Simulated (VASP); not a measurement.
## AlCo3: single point with r2SCAN

AlCo3:

```
Al Co
1.0
     3.57495    0.00000    0.00000
     0.00000    3.57495    0.00000
     0.00000    0.00000    3.57495
Al Co
1 3
Direct
  0.00000 0.00000 0.00000
  0.50000 0.50000 0.00000
  0.50000 0.00000 0.50000
  0.00000 0.50000 0.50000
```

* Program: VASP 6.6.1
* Task: single point
* Functional: r2SCAN
* Potentials or basis: VASP PAW PBE potentials, release 64 (Al, Co_sv)
* Cutoff: 660 eV
* k mesh: 1 × 1 × 1
* Occupations: gaussian, width 0.1 eV
* Spin: collinear spin, ferromagnetic start
* Starting moments: [0.0, 1.76, 1.76, 1.76] μB

```
Pressure                                              : 6.9 GPa
Band gap on the k mesh                                : zero (filled and empty bands touch)
Net moment                                            : 2.00 μB per cell
Site moments                                          : Al -0.51; Co +1.74 μB
Valence electrons inside the program's atomic spheres : Al 0.78; Co 15.18
```

Levels at points of the mesh, in eV from the Fermi level:
Spin up:
```tsv
k point	band 24	band 25	band 26	band 27	band 28	band 29	band 30	band 31	band 32	band 33
(0.00, 0.00, 0.00)	-2.43	-2.06	-2.06	-2.06	-1.98	1.19	1.19	1.19	5.83	5.83
```
Spin down:
| k point | band 23 | band 24 | band 25 | band 26 | band 27 | band 28 | band 29 | band 30 | band 31 | band 32 |
| --- | --- | --- | --- | --- | --- | --- | --- | --- | --- | --- |
| (0.00, 0.00, 0.00) | -1.27 | -1.27 | -1.27 | 0.00 | 0.00 | 1.32 | 1.32 | 1.32 | 1.47 | 6.79 |

Run time: 110 s on 1 thread of Intel(R) Xeon(R) Platinum 8559C (Emerald Rapids), with other jobs on the host, peak memory 0.19 GiB.

Caveat: the k points lie up to 1.76 Å⁻¹ apart; the PAW data sets were made with another functional, which shifts forces and pressure a little.
